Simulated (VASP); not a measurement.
NaH: single point with PBE

NaH:

```
Na H
1.0
     0.00000    2.45616    2.45616
     2.45616    0.00000    2.45616
     2.45616    2.45616    0.00000
Na H
1 1
Direct
  0.00000 0.00000 0.00000
  0.50000 0.50000 0.50000
```

```json
{"Program": "VASP 6.6.1", "Task": "single point", "Functional": "PBE", "Potentials or basis": "VASP PAW PBE potentials, release 64 (Na_pv, H)", "Cutoff": "520 eV", "k mesh": "9 × 9 × 9", "Occupations": "fermi-dirac, width 0.03 eV", "Spin": "no spin polarisation", "Dipole correction": "no", "Further INCAR settings": "ALGO = Normal; EDIFF = 1e-06; NBANDS = 11"}
```

| Item | Value |
| --- | --- |
| Pressure | -1.1 GPa |
| Band gap on the k mesh | 3.97 eV (least direct gap 4.66 eV) |

Levels at points of the mesh, in eV from the valence-band top:
```tsv
k point	band 2	band 3	band 4	band 5	band 6	band 7
(0.00, 0.00, 0.00)	-22.13	-22.13	-3.42	10.06	15.30	15.30
```

It took 24 s on 1 thread of AMD EPYC 7R13, with other jobs on the host, peak memory 0.12 GiB.

Caveat: an odd mesh through Γ misses points on the zone boundary, where band edges can lie.
